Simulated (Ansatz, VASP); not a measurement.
## AlCu3 in VASP and in Ansatz

```xyz
4
Lattice="0.0000 2.7632 2.7632 2.7632 0.0000 2.7632 2.7632 2.7632 0.0000" Properties=species:S:1:pos:R:3 pbc="T T T"
Al    0.0000    0.0000    0.0000
Cu    2.7632    2.7632    2.7632
Cu    1.3816    1.3816    1.3816
Cu    4.1448    4.1448    4.1448
```

Alike in both runs: task single point; functional PBEsol; k mesh 12 × 12 × 12; occupations gaussian, width 0.1 eV; no spin polarisation.

```csv
,VASP,Ansatz
version,VASP 6.6.1,Ansatz 0.2.0
potentials or method,"VASP PAW PBE potentials, release 64 (Al, Cu), cutoff 520 eV","scalar-relativistic, plane waves, PAW"
valence electrons in the cell,36,60
```

Ansatz gave:

- gap on the k mesh at the Fermi level (eV): none
- pressure (GPa): 26.2

Task: Which values does VASP return?

Result: gap on the k mesh at the Fermi level (eV): none; pressure (GPa): 26.8.

VASP's potentials were made for PBE, not for PBEsol. A gap of «none» marks a metal or a gap that the smearing closes. VASP's potentials hold 36 valence electrons a cell and Ansatz's 60, so a difference there can come from the potentials and not from the codes.
